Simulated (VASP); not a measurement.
Wanted: the native input for a VASP 6.6.1 run.

| Property | Result |
| --- | --- |
| Task | single point |
| Functional | PBE |
| Potentials or basis | VASP PAW PBE potentials, release 64 (B, N) |
| Cutoff | 520 eV |
| k mesh | 12 × 12 × 6 |
| Occupations | gaussian, width 0.05 eV |
| Spin | no spin polarisation |
| Dipole correction | no |
| Further INCAR settings | ALGO = Normal; EDIFF = 1e-06; NBANDS = 16 |

The structure of BN lies in POSCAR:

```
BN
1.0
    2.5539396017      0.0000000000      0.0000000000
   -1.2769698009      2.2117765748      0.0000000000
    0.0000000000      0.0000000000      4.2268550000
B N
2 2
Direct
    0.6830436457      0.3453221140      0.9997240000
    0.3497103123      0.6786554474      0.4997240000
    0.6666666667      0.3333333333      0.6252760000
    0.3333333333      0.6666666667      0.1252760000
```

This cell differs from its parent crystal: all B atoms moved +0.037 Å, as atom 1 along Cartesian [1 1 0].

These files were run (other wordings do the same):

INCAR

```
PREC     = Accurate       # precision mode
ENCUT    = 520            # plane-wave cutoff, eV
EDIFF    = 1E-6           # SCF threshold, eV
ISMEAR   = 0              # smearing method
SIGMA    = 0.05           # smearing width, eV
LREAL    = F              # projectors in reciprocal space
LASPH    = T              # aspherical terms in the spheres
NELM     = 80             # most SCF steps
ALGO     = Normal         # electronic algorithm
ISIF     = 2              # what is computed and relaxed
LWAVE    = F              # write WAVECAR
LCHARG   = F              # write CHGCAR
GGA      = PE             # functional
NBANDS   = 16             # bands
```

KPOINTS

```
Automatic mesh
0
Gamma
  12 12 6
```

Potentials or basis: VASP PAW PBE potentials, release 64 (B, N).

Launch:

```bash
$ cat potpaw_PBE.64/B/POTCAR potpaw_PBE.64/N/POTCAR > POTCAR
$ mpirun -np 1 vasp_std > vasp.out
```

It gave:

```json
{
  "Pressure": "0.6 GPa",
  "Largest force": "0.951 eV/Å",
  "Band gap on the k mesh": "5.07 eV, indirect (least direct gap 8.09 eV)"
}
```

Caveat: the cell differs from its parent crystal (all B atoms moved +0.037 Å, as atom 1 along Cartesian [1 1 0]).

Run time: 61 s on 1 thread of Intel(R) Xeon(R) 6975P-C (Granite Rapids), on a shared host, peak memory 0.24 GiB.
